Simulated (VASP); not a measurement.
GaN, 2 atoms in the cell. It takes space group F-43m (No. 216, cubic). Conventional cell: a = 4.507 Å, b = 4.507 Å, c = 4.507 Å, α = 90.00°, β = 90.00°, γ = 90.00°. Ga (site symmetry -43m) has 4 N at 1.95 Å within 2.6 Å. N (site symmetry -43m) has 4 Ga at 1.95 Å within 2.6 Å. 

```yaml
Program: VASP 6.6.1
Task: single point
Functional: r2SCAN
Potentials_or_basis: VASP PAW PBE potentials, release 64 (Ga_d, N_h)
Cutoff: 1460 eV
k_mesh: 8 × 8 × 8
Occupations: gaussian, width 0.01 eV
Spin: no spin polarisation
Dipole_correction: no
Further_INCAR_settings: ALGO = Normal; EDIFF = 1e-06; NBANDS = 16
```

Potentials or basis: VASP PAW PBE potentials, release 64 (Ga_d, N_h).

Run with:

```bash
$ cat potpaw_PBE.64/Ga_d/POTCAR potpaw_PBE.64/N_h/POTCAR > POTCAR
$ cp INCAR.step1 INCAR
$ mpirun -np 1 vasp_std > vasp.out
$ cp INCAR.step2 INCAR
$ mpirun -np 1 vasp_std > vasp.out
```

Hardware: 1 thread of Intel(R) Xeon(R) Platinum 8488C (Sapphire Rapids), on a shared host.

Task: Estimate the wall time of this run.

Result: Wall time 93 s on 1 thread of Intel(R) Xeon(R) Platinum 8488C (Sapphire Rapids), with other jobs on the host, peak memory 0.29 GiB. Counts: k points 29.
